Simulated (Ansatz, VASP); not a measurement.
# In4Sb in VASP and in Ansatz

```
In Sb
1.0
     4.31280   -5.41598    0.00000
     4.31280    5.41598    0.00000
     0.00000    0.00000    3.28370
In Sb
4 1
Cartesian
  1.5552 0.0000 1.6419
  7.0704 0.0000 1.6419
  2.1564 2.7080 0.0000
  2.1564 -2.7080 0.0000
  4.3128 0.0000 0.0000
```

Alike in both runs: task relaxation of cell and atoms; functional PBE; k mesh 4 × 4 × 6; occupations gaussian, width 0.1 eV; no spin polarisation.

```csv
,VASP,Ansatz
version,VASP 6.6.1,Ansatz 0.2.0
potentials or method,"VASP PAW PBE potentials, release 64 (In_d, Sb), cutoff 600 eV","scalar-relativistic, plane waves, PAW"
valence electrons in the cell,57,67
```

|  | VASP | Ansatz | Ansatz less VASP |
| --- | --- | --- | --- |
| gap on the k mesh at the Fermi level, each at its own relaxed structure (eV) | none | none | - |
| relaxed volume (Å³/atom) | 30.70 | 30.79 | +0.091 |
| relaxed cell length with the largest relative difference (Å) | 3.231 | 3.211 | -0.0196 |

A gap of «none» marks a metal or a gap that the smearing closes. VASP's potentials hold 57 valence electrons a cell and Ansatz's 67, so a difference there can come from the potentials and not from the codes.

Spin-orbit coupling is off throughout.
